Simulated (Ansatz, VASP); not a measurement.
## One calculation of La, two programs

INCAR

```
SYSTEM = La
PREC = Accurate
ENCUT = 600
EDIFF = 1E-6
ISMEAR = -1
SIGMA = 0.1
LREAL = .False.
LASPH = .True.
NELM = 100
ALGO = Normal
ISIF = 3
LWAVE = .False.
LCHARG = .False.
GGA = RE
IBRION = 2
NSW = 80
EDIFFG = -0.01
```

The input KPOINTS:

```
Automatic mesh
0
Gamma
  10 10 5
  0 0 0
```

File POSCAR:

```
La
1.0
    3.7542362609      0.0000000000      0.0000000000
   -1.8771181304      3.2512639737      0.0000000000
    0.0000000000      0.0000000000      6.1306678140
La
2
Direct
    0.3333333333      0.6666666667      0.2500000000
    0.6666666667      0.3333333333      0.7500000000
```

Input for Ansatz:

```yaml
crystal:
  lattice:
    - [3.7542362609, 0.0, 0.0]
    - [-1.8771181304, 3.2512639737, 0.0]
    - [0.0, 0.0, 6.130667814]
  atoms:
    - { symbol: La, position: [0.3333333333, 0.6666666667, 0.25] }
    - { symbol: La, position: [0.6666666667, 0.3333333333, 0.75] }
hamiltonian:
  xc: revpbe
  pseudopotentials:
    kind: paw
    azcp:
      La: "pseudopotentials/La.paw.azcp"
basis:
  ecutwfc: 420
  fft_grid_basis: typed
kpoints:
  mp_grid: { grid: [10, 10, 5], shift: [0, 0, 0] }
magnetization:
  spin_polarized: false
scf:
  occupations: { method: fermi_dirac, width: 0.1 }
relax:
  max_steps: 60
  f_tol: 0.01
  cell: {}
output:
  write_density: true
  write_potential: true
  elf: true
  volumetric_format: npy
```

Alike in both runs: task relaxation of cell and atoms; functional revPBE; k mesh 10 × 10 × 5; occupations fermi-dirac, width 0.1 eV; no spin polarisation.

```csv
,VASP,Ansatz
version,VASP 6.6.1,Ansatz 0.2.0
potentials or method,"VASP PAW PBE potentials, release 64 (La), cutoff 600 eV","plane waves (420 eV) with PAW, scalar-relativistic"
valence electrons in the cell,22,22
```

Ansatz gave:

| Property | Result |
| --- | --- |
| relaxed volume (Å³/atom) | 39.31 |
| relaxed length of the cell vector where the two differ most in proportion (Å) | 3.839 |

Task: What did VASP give for the same quantities?

Result: Relaxed volume (Å³/atom): 39.40; relaxed length of the cell vector where the two differ most in proportion (Å): 3.842.

VASP's potentials were made for PBE, not for revPBE.

Neither program's run includes spin-orbit coupling.
